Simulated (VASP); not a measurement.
Set up this calculation in VASP 6.6.1, as the native input.

```
Task                   : single point
Functional             : PBE
Potentials or basis    : VASP PAW PBE potentials, release 64 (Pr_3, Hg), 4f in core
Cutoff                 : 500 eV
k mesh                 : 3 × 3 × 3
Occupations            : gaussian, width 0.2 eV
Spin                   : no spin polarisation
Dipole correction      : no
Mended                 : yes
Further INCAR settings : ALGO = Normal; EDIFF = 1e-06; NBANDS = 67
```

The structure of Pr4Hg lies in POSCAR:

```
Pr4Hg
1.0
    0.0000000000      5.8944009346      5.8944009346
    5.8944009346      0.0000000000      5.8944009346
    5.8944009346      5.8944009346      0.0000000000
Pr Hg
8 2
Direct
    0.7500138298      0.2499861702      0.2499861702
    0.2499861702      0.7500138298      0.7500138298
    0.2499861702      0.7500138298      0.2499861702
    0.7500138298      0.2499861702      0.7500138298
    0.2499861702      0.2499861702      0.7500138298
    0.7500138298      0.7500138298      0.2499861702
    0.2500000000      0.2500000000      0.2500000000
    0.7500000000      0.7500000000      0.7500000000
    0.0000000000      0.0000000000      0.0000000000
    0.5000000000      0.5000000000      0.5000000000
```

The cell was built from a structure type or drawn by symmetry, and may not be a known phase.

These files were run (other wordings do the same):

INCAR

```
SYSTEM = Pr4Hg
  PREC = Accurate
  ENCUT = 500
  EDIFF = 1E-6
  ISMEAR = 0
  SIGMA = 0.2
  LREAL = .FALSE.
  LASPH = .TRUE.
  NELM = 200
  ALGO = Normal
  ISIF = 2
  LWAVE = .FALSE.
  LCHARG = .FALSE.
  GGA = PE
  NBANDS = 67
  GGA_COMPAT = .FALSE.
  LMAXMIX = 6
```

KPOINTS

```
regular mesh
0
G
  3 3 3
  0 0 0
```

Potentials or basis: VASP PAW PBE potentials, release 64 (Pr_3, Hg), 4f in core.

Launch:

```console
$ cat potpaw_PBE.64/Pr_3/POTCAR potpaw_PBE.64/Hg/POTCAR > POTCAR
$ mpirun -np 1 vasp_std > vasp.out
```

It gave:

| Quantity | Value |
| --- | --- |
| Pressure | 0.3 GPa |
| Band gap on the k mesh | zero (bands 56 and 57 overlap by 0.12 eV) |

Caveat: spin-orbit coupling is left out, which moves the levels of the heavy elements; the 4f electrons are frozen in the core, so they carry no moment and show no levels.

Run time: 2.6 min on 1 thread of Intel(R) Xeon(R) 6975P-C (Granite Rapids), on a shared host, peak memory 0.57 GiB.
